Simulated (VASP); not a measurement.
BAs:

```
As B
1.0
     0.00000    2.38850    2.38850
     2.38850    0.00000    2.38850
     2.38850    2.38850    0.00000
As B
1 1
Direct
  0.75000 0.75000 0.75000
  0.00000 0.00000 0.00000
```

```yaml
Program: VASP 6.6.1
Task: relaxation of cell and atoms
Functional: PBE
Potentials_or_basis: VASP PAW PBE potentials, release 64 (As, B)
Cutoff: 500 eV
k_mesh: 10 × 10 × 10
Occupations: fermi-dirac, width 0.05 eV
Spin: no spin polarisation
```

At the start: pressure 3.4 GPa; volume 13.63 Å³/atom.

Question: How do energy, volume and symmetry change on relaxing?

Answer: Over 3 steps the energy falls by 3.6 meV/atom and the volume is 13.97 Å³/atom (+2.5 %); space group F-43m (No. 216, to 0.05 Å).

The path:
```csv
step,energy change (eV),largest force (eV/Å),pressure (GPa),volume (Å³)
1,0.0000,0.0000,3.44,27.25
2,-0.0037,0.0000,-2.19,28.42
3,-0.0071,0.0000,0.01,27.93
```

Final structure:
```yaml
crystal:
  lattice:
    - [0.00000, 2.40825, 2.40825]
    - [2.40825, 0.00000, 2.40825]
    - [2.40825, 2.40825, 0.00000]
  atoms:
    - { symbol: As, position: [0.75000, 0.75000, 0.75000] }
    - { symbol: B, position: [0.00000, 0.00000, 0.00000] }
```
